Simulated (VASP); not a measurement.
# SiO2 (P4_12_12) in VASP: settings compared

SiO2 is run at these levels: PBE, r2SCAN; tasks: electric field gradients.

Everything below comes from runs of VASP 6.6.1. Logs are shortened: lines on timing, memory, paths and dates and some standing lists are left out, and cuts for length are marked.

## Step 1: The cell of the first run

The structure is tetragonal, space group P4_12_12 (No. 92). The conventional cell has a = 4.599 Å, b = 4.599 Å, c = 6.130 Å, α = 90.00°, β = 90.00°, γ = 90.00°. Si (site symmetry 2) has 4 O at 1.61 Å within 2.1 Å. O (site symmetry 1) has 2 Si at 1.61 Å within 2.1 Å.

## Step 2: Electric field gradients, PBE

File INCAR:

```
SYSTEM = SiO2
PREC = Accurate
ENCUT = 520
EDIFF = 1E-8
ISMEAR = -1
SIGMA = 0.02
LREAL = .FALSE.
LASPH = .TRUE.
NELM = 80
ALGO = Normal
ISIF = 2
LWAVE = .FALSE.
LCHARG = .FALSE.
GGA = PE
LEFG = .TRUE.
NBANDS = 44
```

File KPOINTS:

```
regular mesh
0
G
  5 5 4
  0 0 0
```

File POSCAR:

```
SiO2
1.0
    4.5990000000      0.0000000000      0.0000000000
    0.0000000000      4.5990000000      0.0000000000
    0.0000000000      0.0000000000      6.1300000000
Si O
4 8
Direct
    0.3396000000      0.3396000000      0.0000000000
    0.1604000000      0.8396000000      0.2500000000
    0.6604000000      0.6604000000      0.5000000000
    0.8396000000      0.1604000000      0.7500000000
    0.2238000000      0.1800000000      0.2164000000
    0.3200000000      0.7238000000      0.4664000000
    0.7762000000      0.8200000000      0.7164000000
    0.6800000000      0.2762000000      0.9664000000
    0.7238000000      0.3200000000      0.5336000000
    0.8200000000      0.7762000000      0.2836000000
    0.2762000000      0.6800000000      0.0336000000
    0.1800000000      0.2238000000      0.7836000000
```

Potentials or basis: VASP PAW PBE potentials, release 64 (Si, O).

The run is started by

```
> cat potpaw_PBE.64/Si/POTCAR potpaw_PBE.64/O/POTCAR > POTCAR
> mpirun -np 1 vasp_std > vasp.out
```

OUTCAR:

```text
SYSTEM = SiO2
   PREC = Accurate
   ENCUT = 520
   EDIFF = 1E-8
   ISMEAR = -1
   LREAL = .FALSE.
   LASPH = .TRUE.
   NELM = 80
   ISIF = 2
   GGA = PE

 ion  position               nearest neighbor table
   1  0.340  0.340  0.000-   8 1.61  11 1.61   5 1.61  12 1.61   2 2.88   4 2.88   2 2.88   4 2.88

   2  0.160  0.840  0.250-   5 1.61  10 1.61   6 1.61  11 1.61   1 2.88   3 2.88   1 2.88   3 2.88

   3  0.660  0.660  0.500-   6 1.61   9 1.61   7 1.61  10 1.61   2 2.88   4 2.88   4 2.88   2 2.88

   4  0.840  0.160  0.750-   7 1.61  12 1.61   9 1.61   8 1.61   1 2.88   3 2.88   3 2.88   1 2.88

   5  0.224  0.180  0.216-   2 1.61   1 1.61
   6  0.320  0.724  0.466-   3 1.61   2 1.61
   7  0.776  0.820  0.716-   4 1.61   3 1.61
   8  0.680  0.276  0.966-   1 1.61   4 1.61
   9  0.724  0.320  0.534-   3 1.61   4 1.61
  10  0.820  0.776  0.284-   2 1.61   3 1.61
  11  0.276  0.680  0.034-   1 1.61   2 1.61
  12  0.180  0.224  0.784-   4 1.61   1 1.61

  LATTYP: Found a simple tetragonal cell.
 ALAT       =     4.5990000000
 C/A-ratio  =     1.3328984562

  Lattice vectors:

 A1 = (   4.5990000000,   0.0000000000,   0.0000000000)
 A2 = (   0.0000000000,   4.5990000000,   0.0000000000)
 A3 = (   0.0000000000,   0.0000000000,   6.1300000000)

Analysis of symmetry for initial positions (statically):
=====================================================================
 Subroutine PRICEL returns:
 Original cell was already a primitive cell.

 Routine SETGRP: Setting up the symmetry group for a
 simple tetragonal supercell.

 Subroutine GETGRP returns: Found  8 space group operations
 (whereof  2 operations were pure point group operations)
 out of a pool of 16 trial point group operations.

The static configuration has the point symmetry C_2 .
 The point group associated with its full space group is D_4 .

Analysis of symmetry for dynamics (positions and initial velocities):
=====================================================================
 Subroutine PRICEL returns:
 Original cell was already a primitive cell.

 Routine SETGRP: Setting up the symmetry group for a
 simple tetragonal supercell.

 Subroutine GETGRP returns: Found  8 space group operations
 (whereof  2 operations were pure point group operations)
 out of a pool of 16 trial point group operations.

The dynamic configuration has the point symmetry C_2 .
 The point group associated with its full space group is D_4 .

 Subroutine INISYM returns: Found  8 space group operations
 (whereof  2 operations are pure point group operations),
 and found     1 'primitive' translations

----------------------------------------------------------------------------------------

                                     Primitive cell

  volume of cell :     129.6544

  direct lattice vectors                    reciprocal lattice vectors
     4.599000000  0.000000000  0.000000000     0.217438574  0.000000000  0.000000000
     0.000000000  4.599000000  0.000000000     0.000000000  0.217438574  0.000000000
     0.000000000  0.000000000  6.130000000     0.000000000  0.000000000  0.163132137

  length of vectors
     4.599000000  4.599000000  6.130000000     0.217438574  0.217438574  0.163132137

  position of ions in fractional coordinates (direct lattice)
     0.339600000  0.339600000  0.000000000
     0.160400000  0.839600000  0.250000000
     0.660400000  0.660400000  0.500000000
     0.839600000  0.160400000  0.750000000
     0.223800000  0.180000000  0.216400000
     0.320000000  0.723800000  0.466400000
     0.776200000  0.820000000  0.716400000
     0.680000000  0.276200000  0.966400000
     0.723800000  0.320000000  0.533600000
     0.820000000  0.776200000  0.283600000
     0.276200000  0.680000000  0.033600000
     0.180000000  0.223800000  0.783600000

  ion indices of the primitive-cell ions
   primitive index   ion index
[... 99 lines left out ...]
  Fermi-wavevector in a.u.,A,eV,Ry     =   1.293816  2.444957 22.775593  1.673959
  Thomas-Fermi vector in A             =   2.425438
   LORBIT       =      0    0 simple, 1 ext, 2 COOP (PROOUT), +10 PAW based schemes
   GGA     = PE    functional components
   LHFCALC =     F    Hartree Fock is set to
   AEXX    =    0.0000 exact exchange contribution
   IVDW    =     0    specifies the selected vdW correction
   LEPSILON=     F    determine dielectric tensor
   LRPA    =     F    only Hartree local field effects (RPA)
 non-spin polarized calculation
  energy-cutoff  :      520.00
  volume of cell :      129.65
 maximum number of plane-waves:      3519
 NGX is ok and might be reduce to    36
   NGX = 17   NGY = 17   NGZ = 23

 number of electron      64.0000042 magnetization

 Free energy of the ion-electron system (eV)
  ---------------------------------------------------
  ext. energy  EPLUGINS =         0.00000000
  ---------------------------------------------------
  free energy    TOTEN  =       -93.42012375 eV

  energy without entropy =      -93.42012375  energy(sigma->0) =      -93.42012375

 E-fermi :   3.0863     XC(G=0): -10.1107

 val. band max:        2.6308758088   @ k =   0.0000   0.0000   0.0000
 cond. band min:       8.7543566144   @ k =   0.0000   0.0000   0.0000
 fundamental gap:      6.1234808056
 Fermi energy:         3.0862594807

 k-point     1 :       0.0000    0.0000    0.0000
  band No.  band energies     occupation
      1     -17.3982      2.00000
      2     -16.2106      2.00000
      3     -16.2106      2.00000
      4     -14.9878      2.00000
      5     -14.9214      2.00000
      6     -14.9214      2.00000
[... 835 lines left out ...]
     43      14.2755      0.00000
     44      14.2755      0.00000

------------------------ aborting loop because EDIFF is reached ----------------------------------------

  FORCE on cell =-STRESS in cart. coord.  units (eV):
  Direction    XX          YY          ZZ          XY          YZ          ZX
  --------------------------------------------------------------------------------------
  -------------------------------------------------------------------------------------
  Total       13.4512807     13.4512807     14.7367774      0.0000000      0.0000000      0.0000000
  in kB      166.2213957    166.2213957    182.1066523      0.0000000      0.0000000      0.0000000
  external PRESSURE =     171.5164812 kB  Pullay stress =       0.0000000 kB

 VOLUME and BASIS-vectors are now :
 -----------------------------------------------------------------------------
  energy-cutoff  :      520.00
  volume of cell :      129.65
      direct lattice vectors                 reciprocal lattice vectors
     4.599000000  0.000000000  0.000000000     0.217438574  0.000000000  0.000000000
     0.000000000  4.599000000  0.000000000     0.000000000  0.217438574  0.000000000
     0.000000000  0.000000000  6.130000000     0.000000000  0.000000000  0.163132137

 POSITION                                       TOTAL-FORCE (eV/Angst)
 -----------------------------------------------------------------------------------
      1.56182      1.56182      0.00000         0.094847      0.094847      0.000000
      0.73768      3.86132      1.53250        -0.094847      0.094847      0.000000
      3.03718      3.03718      3.06500        -0.094847     -0.094847      0.000000
      3.86132      0.73768      4.59750         0.094847     -0.094847      0.000000
      1.02926      0.82782      1.32653        -0.169855      0.150640      0.465825
      1.47168      3.32876      2.85903        -0.150640     -0.169855      0.465825
      3.56974      3.77118      4.39153         0.169855     -0.150640      0.465825
      3.12732      1.27024      5.92403         0.150640      0.169855      0.465825
      3.32876      1.47168      3.27097        -0.169855     -0.150640     -0.465825
      3.77118      3.56974      1.73847        -0.150640      0.169855     -0.465825
      1.27024      3.12732      0.20597         0.169855      0.150640     -0.465825
      0.82782      1.02926      4.80347         0.150640     -0.169855     -0.465825
 -----------------------------------------------------------------------------------
    total drift:                               -0.000001      0.000001     -0.000000

  FREE ENERGIE OF THE ION-ELECTRON SYSTEM (eV)
  ---------------------------------------------------
  free  energy   TOTEN  =       -93.4201237515 eV

  energy  without entropy=      -93.4201237515  energy(sigma->0) =      -93.42012375

 Electric field gradients (V/A^2)
---------------------------------------------------------------------
 ion       V_xx      V_yy      V_zz      V_xy      V_xz      V_yz
---------------------------------------------------------------------
   1      -1.116    -1.116     2.231     4.622     4.736    -4.736
   2      -1.116    -1.116     2.231    -4.622     4.736     4.736
   3      -1.116    -1.116     2.231     4.622    -4.736     4.736
   4      -1.116    -1.116     2.231    -4.622    -4.736    -4.736
   5     -40.653    37.257     3.395    30.713   -22.899   -38.650
   6      37.257   -40.653     3.395   -30.713    38.650   -22.899
   7     -40.653    37.257     3.395    30.713    22.899    38.650
   8      37.257   -40.653     3.395   -30.713   -38.650    22.899
   9     -40.653    37.257     3.395   -30.713    22.899   -38.650
  10      37.257   -40.653     3.395    30.713   -38.650   -22.899
  11     -40.653    37.257     3.395   -30.713   -22.899    38.650
  12      37.257   -40.653     3.395    30.713    38.650    22.899
---------------------------------------------------------------------

 Electric field gradients after diagonalization (V/A^2)
 (convention: |V_zz| > |V_xx| > |V_yy|)
----------------------------------------------------------------------
 ion       V_xx      V_yy      V_zz     asymmetry (V_yy - V_xx)/ V_zz
----------------------------------------------------------------------
   1       6.040     3.506    -9.546       0.265
   2       6.040     3.506    -9.546       0.265
   3       6.040     3.506    -9.546       0.265
   4       6.040     3.506    -9.546       0.265
   5     -53.438   -21.716    75.154       0.422
   6     -53.438   -21.716    75.154       0.422
   7     -53.438   -21.716    75.154       0.422
   8     -53.438   -21.716    75.154       0.422
   9     -53.438   -21.716    75.154       0.422
  10     -53.438   -21.716    75.154       0.422
  11     -53.438   -21.716    75.154       0.422
  12     -53.438   -21.716    75.154       0.422
----------------------------------------------------------------------

           NMR quadrupolar parameters

 Cq : quadrupolar parameter    Cq=e*Q*V_zz/h
 eta: asymmetry parameters     (V_yy - V_xx)/ V_zz
 Q  : nuclear electric quadrupole moment in mb (millibarn)
----------------------------------------------------------------------
 ion       Cq(MHz)       eta       Q (mb)
----------------------------------------------------------------------
   1      -0.023       0.265       1.000
   2      -0.023       0.265       1.000
   3      -0.023       0.265       1.000
   4      -0.023       0.265       1.000
   5       0.182       0.422       1.000
   6       0.182       0.422       1.000
   7       0.182       0.422       1.000
   8       0.182       0.422       1.000
   9       0.182       0.422       1.000
  10       0.182       0.422       1.000
  11       0.182       0.422       1.000
  12       0.182       0.422       1.000
----------------------------------------------------------------------
```

It took 2.7 min on 1 thread of Intel Xeon 8259CL, shared host; peak memory 0.27 GiB.

Results:

- Free energy: -93.4201 eV
- Pressure: 17.2 GPa
- Largest force: 0.518 eV/Å
- Band gap on the k mesh: 6.12 eV
- Largest electric field gradient by atom: Si -9.5; O +75.2 V/Å²

Forces in eV/Å, atoms in the order of the input:
```
Si   0.095  0.095  0.000
Si  -0.095  0.095  0.000
Si  -0.095 -0.095  0.000
Si   0.095 -0.095  0.000
O   -0.170  0.151  0.466
O   -0.151 -0.170  0.466
O    0.170 -0.151  0.466
O    0.151  0.170  0.466
O   -0.170 -0.151 -0.466
O   -0.151  0.170 -0.466
O    0.170  0.151 -0.466
O    0.151 -0.170 -0.466
```

Stress tensor (GPa, compression positive):
```
16.62  0.00  0.00
 0.00 16.62  0.00
 0.00  0.00 18.21
```

Levels at points of the mesh, in eV from the valence-band top:
```csv
k point,band 28,band 29,band 30,band 31,band 32,band 33,band 34,band 35,band 36,band 37
"(0.00, 0.00, 0.00)",-1.27,-1.15,-0.80,-0.80,0.00,6.12,8.92,8.92,9.06,10.27
"(0.00, 0.00, 0.50)",-1.42,-1.05,-1.05,-0.46,-0.46,7.65,7.65,9.00,9.00,10.83
```

Electric field gradients, principal values (V/Å²):
| atom | least | middle | greatest (by size) |
| --- | --- | --- | --- |
| 1 Si | 3.506 | 6.040 | -9.546 |
| 2 Si | 3.506 | 6.040 | -9.546 |
| 3 Si | 3.506 | 6.040 | -9.546 |
| 4 Si | 3.506 | 6.040 | -9.546 |
| 5 O | -21.716 | -53.438 | 75.154 |
| 6 O | -21.716 | -53.438 | 75.154 |
| 7 O | -21.716 | -53.438 | 75.154 |
| 8 O | -21.716 | -53.438 | 75.154 |
| 9 O | -21.716 | -53.438 | 75.154 |
| 10 O | -21.716 | -53.438 | 75.154 |
| 11 O | -21.716 | -53.438 | 75.154 |
| 12 O | -21.716 | -53.438 | 75.154 |

Caveat: the cell stands under pressure; without QUAD_EFG the Cq values of the log hold for a quadrupole moment of 1 mb, not for the nuclei. As with any semilocal functional, this PBE gap is likely too small.

(Part 1 of 2 ends here.)
